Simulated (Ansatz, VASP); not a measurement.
**Two plane-wave programs on Sb**

```xyz
2
Lattice="2.1183 1.2230 3.7440 -2.1183 1.2230 3.7440 0.0000 -2.4460 3.7440" Properties=species:S:1:pos:R:3 pbc="T T T"
Sb    0.0000    0.0000    2.6242
Sb    0.0000    0.0000    8.6078
```

Change from the starting cell: strain -0.015 along x and y, +0.000 along z, atoms carried along.

Alike in both runs: task single point; functional PBEsol; k mesh 12 × 12 × 12; occupations gaussian, width 0.15 eV; no spin polarisation.

```csv
,VASP,Ansatz
version,VASP 6.6.1,Ansatz 0.2.0
potentials or method,"VASP PAW PBE potentials, release 64 (Sb_d_GW), cutoff 500 eV","scalar-relativistic, plane waves, PAW"
valence electrons in the cell,30,30
```

|  | VASP | Ansatz | Ansatz less VASP |
| --- | --- | --- | --- |
| gap on the k mesh at the Fermi level (eV) | none | none | - |
| pressure (GPa) | 2.4 | 2.4 | +0.07 |
| traceless stress, the component that is largest in VASP (GPa) | -0.94 | -0.93 | +0.004 |
| rms of the force components (eV/Å) | 0.184 | 0.184 | +0.0001 |

VASP's potentials were made for PBE, not for PBEsol. Atom by atom the forces differ by 0.000 eV/Å (rms over components). A gap of «none» marks a metal or a gap that the smearing closes. The functional is the same, so the differences come from potentials, cutoffs and numerics.

Neither program's run includes spin-orbit coupling.
